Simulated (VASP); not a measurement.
A run of VASP 6.6.1:

INCAR

```
SYSTEM = LiInPt
PREC = Accurate
ENCUT = 600
EDIFF = 1E-6
ISMEAR = 0
SIGMA = 0.1
LREAL = .False.
LASPH = .True.
NELM = 100
ALGO = Fast
ISIF = 3
LWAVE = .False.
LCHARG = .False.
GGA = PS
IBRION = 2
NSW = 70
EDIFFG = -0.008
PSTRESS = 20.0
```

Contents of KPOINTS:

```
Automatic mesh
0
Gamma
  12 12 14
  0 0 0
```

Contents of POSCAR:

```
LiInPt
1.0
    4.3491670222      0.0000000000      0.0000000000
   -2.1745835111      3.7664891265      0.0000000000
    0.0000000000      0.0000000000      2.8268201525
Li In Pt
1 1 1
Direct
    0.0000000000      0.0000000000      0.0000000000
    0.3333333333      0.6666666667      0.5000000000
    0.6666666667      0.3333333333      0.0000000000
```

Potentials or basis: VASP PAW PBE potentials, release 64 (Li_sv, In_d, Pt).

Command:

```bash
$ cat potpaw_PBE.64/Li_sv/POTCAR potpaw_PBE.64/In_d/POTCAR potpaw_PBE.64/Pt/POTCAR > POTCAR
$ mpirun -np 1 vasp_std > vasp.out
```

Hardware: 1 thread of Intel(R) Xeon(R) 6975P-C (Granite Rapids), with other jobs on the host.

Question: How long does it take, and how much memory?

Answer: Run time: 3.1 min on 1 thread of Intel(R) Xeon(R) 6975P-C (Granite Rapids), with other jobs on the host, peak memory 0.32 GiB. Counts: scf iterations 48, k points 152, ion steps 4.
